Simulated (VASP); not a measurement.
Here is a VASP 6.6.1 calculation.

Contents of INCAR:

```
SYSTEM = C
  PREC = Accurate
  ENCUT = 520
  EDIFF = 1E-6
  ISMEAR = -1
  SIGMA = 0.02
  LREAL = .False.
  LASPH = .True.
  NELM = 100
  ALGO = Normal
  ISIF = 2
  LWAVE = .False.
  LCHARG = .True.
  LELF = .True.
  LVHAR = .True.
  NBANDS = 16
```

Contents of KPOINTS:

```
regular mesh
0
Gamma
  10 7 10
  0 0 0
```

The input POSCAR:

```
C
1.0
   -1.7658614235      1.7658614235      0.0000000000
    0.0000000000      0.0000000000      3.5317228470
    1.7658614235      1.7658614235      0.0000000000
C
4
Direct
    0.5000000000      0.3750000000      0.2500000000
    0.0000000000      0.8750000000      0.7500000000
    0.0000000000      0.1250000000      0.2500000000
    0.5000000000      0.6250000000      0.7500000000
```

Potentials or basis: VASP PAW LDA potentials, release 64 (C).

Launch:

```sh
$ cat potpaw_LDA.64/C/POTCAR > POTCAR
$ mpirun -np 1 vasp_std > vasp.out
```

Q: Estimate the band gap on the k mesh.

A: 4.17 eV.

Q: Estimate the pressure.

A: 1.6 GPa.

A k mesh can miss the band edges.
